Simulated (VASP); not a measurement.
Wanted: the native input for a VASP 6.6.1 run.

```yaml
Task: single point
Functional: PBE
Potentials_or_basis: VASP PAW PBE potentials, release 64 (Ti_sv, O)
Cutoff: 520 eV
k_mesh: 5 × 3 × 5
Occupations: fermi-dirac, width 0.02 eV
Spin: no spin polarisation
Dipole_correction: no
Further_INCAR_settings: LREAL = Auto; ALGO = Normal; EDIFF = 1e-06; NBANDS = 114
```

The structure of TiO2 lies in POSCAR:

```
TiO2
1.0
    5.2127051326      0.0000000000      0.0000000000
    0.0000000000      9.3058691241      0.0000000000
    0.0000000000      0.0000000000      5.5186792726
Ti O
8 16
Direct
    0.1368364508      0.1290894941      0.9095496393
    0.6368364508      0.3709105059      0.0904503607
    0.8631635492      0.6290894941      0.5904503607
    0.3631635492      0.8709105059      0.4095496393
    0.8631635492      0.8709105059      0.0904503607
    0.3631635492      0.6290894941      0.9095496393
    0.1368364508      0.3709105059      0.4095496393
    0.6368364508      0.1290894941      0.5904503607
    0.4635363846      0.2292148609      0.8934188594
    0.9635363846      0.2707851391      0.1065811406
    0.5364636154      0.7292148609      0.6065811406
    0.0364636154      0.7707851391      0.3934188594
    0.5364636154      0.7707851391      0.1065811406
    0.0364636154      0.7292148609      0.8934188594
    0.4635363846      0.2707851391      0.3934188594
    0.9635363846      0.2292148609      0.6065811406
    0.8189328866      0.0104764529      0.8519341705
    0.3189328866      0.4895235471      0.1480658295
    0.1810671134      0.5104764529      0.6480658295
    0.6810671134      0.9895235471      0.3519341705
    0.1810671134      0.9895235471      0.1480658295
    0.6810671134      0.5104764529      0.8519341705
    0.8189328866      0.4895235471      0.3519341705
    0.3189328866      0.0104764529      0.6480658295
```

One way to write it, as run:

INCAR

```
SYSTEM = TiO2
PREC = Accurate ; ENCUT = 520
EDIFF = 1E-6 ; ISMEAR = -1
SIGMA = 0.02 ; LREAL = Auto
LASPH = .True. ; NELM = 80
ALGO = Normal ; ISIF = 2
LWAVE = .False. ; LCHARG = .False.
GGA = PE ; NBANDS = 114
```

KPOINTS

```
regular mesh
0
Gamma
  5 3 5
  0 0 0
```

Potentials or basis: VASP PAW PBE potentials, release 64 (Ti_sv, O).

Run with:

```sh
$ cat potpaw_PBE.64/Ti_sv/POTCAR potpaw_PBE.64/O/POTCAR > POTCAR
$ mpirun -np 1 vasp_std > vasp.out
```

It gave:

```json
{"Pressure": "-2.3 GPa", "Largest force": "0.051 eV/Å", "Band gap on the k mesh": "2.39 eV"}
```

Caveat: an odd mesh through Γ misses points on the zone boundary, where band edges can lie.

Run time: 19 min on 1 thread of Intel(R) Xeon(R) Platinum 8259CL CPU @ 2.50GHz (Skylake/Cascade Lake), on a shared host, peak memory 0.53 GiB.
